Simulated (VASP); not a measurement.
A run of VASP 6.6.1:

INCAR

```
PREC = Accurate
ENCUT = 520
EDIFF = 1E-7
ISMEAR = -1
SIGMA = 0.05
LREAL = F
LASPH = T
NELM = 60
ALGO = Normal
ISIF = 2
LWAVE = F
LCHARG = F
GGA = PE
NBANDS = 10
```

The input KPOINTS:

```
Automatic mesh
0
Gamma
  14 14 14
```

POSCAR

```
Ir
1.0
    2.5701608635      0.0000000000      0.0000000000
    0.0000000000      2.5701608635      0.0000000000
    0.0000000000      0.0000000000      2.5701608635
Ir
1
Direct
    0.0000000000      0.0000000000      0.0000000000
```

Potentials or basis: VASP PAW PBE potentials, release 64 (Ir).

Run with:

```sh
$ cat potpaw_PBE.64/Ir/POTCAR > POTCAR
$ mpirun -np 1 vasp_std > vasp.out
```

Hardware: 1 thread of AMD EPYC 7R13 Processor (Zen 3) (shared host).

Problem. Estimate the wall time of this run.

Solution. Wall time 12 s on 1 thread of AMD EPYC 7R13 Processor (Zen 3) (shared host), peak memory 0.11 GiB. Counts: scf iterations 12, k points 120.
